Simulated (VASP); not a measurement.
Set up this calculation in VASP 6.6.1, as the native input.

```yaml
Task: relaxation of cell and atoms
Functional: PBE
Potentials_or_basis: VASP PAW PBE potentials, release 64 (Cd, Re)
Cutoff: 600 eV
k_mesh: 4 × 4 × 4
Occupations: gaussian, width 0.1 eV
Spin: no spin polarisation
Dipole_correction: no
Further_INCAR_settings: ALGO = Fast; EDIFF = 1e-06; IBRION = 2; EDIFFG = -0.04; NSW = 90; ISIF = 3
```

The structure of CdRe2 lies in POSCAR:

```
CdRe2
1.0
    0.0000000000      3.8113296100      3.8113296100
    3.8113296100      0.0000000000      3.8113296100
    3.8113296100      3.8113296100      0.0000000000
Cd Re
2 4
Direct
    0.0000000000      0.0000000000      0.0000000000
    0.2500000000      0.2500000000      0.2500000000
    0.6250000000      0.6250000000      0.6250000000
    0.1250000000      0.6250000000      0.6250000000
    0.6250000000      0.6250000000      0.1250000000
    0.6250000000      0.1250000000      0.6250000000
```

The cell was generated, and may not be a known phase.

The input as run:

INCAR

```
PREC = Accurate
ENCUT = 600
EDIFF = 1E-6
ISMEAR = 0
SIGMA = 0.1
LREAL = False
LASPH = True
NELM = 60
ALGO = Fast
ISIF = 3
LWAVE = False
LCHARG = False
GGA = PE
IBRION = 2
NSW = 90
EDIFFG = -0.04
```

KPOINTS

```
regular mesh
0
Gamma
  4 4 4
```

Potentials or basis: VASP PAW PBE potentials, release 64 (Cd, Re).

Command:

```sh
$ cat potpaw_PBE.64/Cd/POTCAR potpaw_PBE.64/Re/POTCAR > POTCAR
$ mpirun -np 1 vasp_std > vasp.out
```

It gave:

The relaxed volume is 17.43 Å³/atom, the relaxed cell is a = 5.288 Å, b = 5.288 Å, c = 5.288 Å, α = 60.00°, β = 60.00°, γ = 60.00° and the space group after relaxing (to 0.1 Å) is Fd-3m (No. 227). The energy gained by relaxing is 36.9 meV/atom. The ionic steps are 4 and the pressure after relaxing is -0.1 GPa. The band gap on the k mesh is zero (bands 26 and 27 overlap by 1.78 eV).

Caveat: spin-orbit coupling is left out, which moves the levels of the heavy elements.

Run time: 8.3 min on 1 thread of Intel(R) Xeon(R) Platinum 8259CL CPU @ 2.50GHz (Skylake/Cascade Lake) (shared host), peak memory 0.35 GiB.
